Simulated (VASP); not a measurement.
Sn:

```
Sn
1.0
    -1.49427    1.49427    1.49427
     1.49427   -1.49427    1.49427
     1.49427    1.49427   -1.49427
Sn
1
Cartesian
  0.0000 0.0000 0.0000
```

Base run:

```yaml
Program: VASP 6.6.1
Functional: PBEsol
Potentials_or_basis: VASP PAW PBE potentials, release 64 (Sn_d)
Cutoff: 500 eV
k_mesh: 10 × 10 × 10
Occupations: gaussian, width 0.1 eV
Spin: no spin polarisation
```

Its results: band gap on the k mesh zero (band 7 reaches 32.63 eV, above the bottom of band 8 at 15.50 eV); pressure 191.5 GPa.

Task: The run is repeated on the same cell with these changes: k mesh from 10 × 10 × 10 to 8 × 8 × 8. What comes out?

Result: Band gap on the k mesh zero (band 7 reaches 32.63 eV, above the bottom of band 8 at 15.66 eV); pressure 190.4 GPa.

Caveats: some runs use coarse meshes; the PAW data sets were made with another functional, which shifts forces and pressure a little; spin-orbit coupling is left out, which moves the levels of the heavy elements.
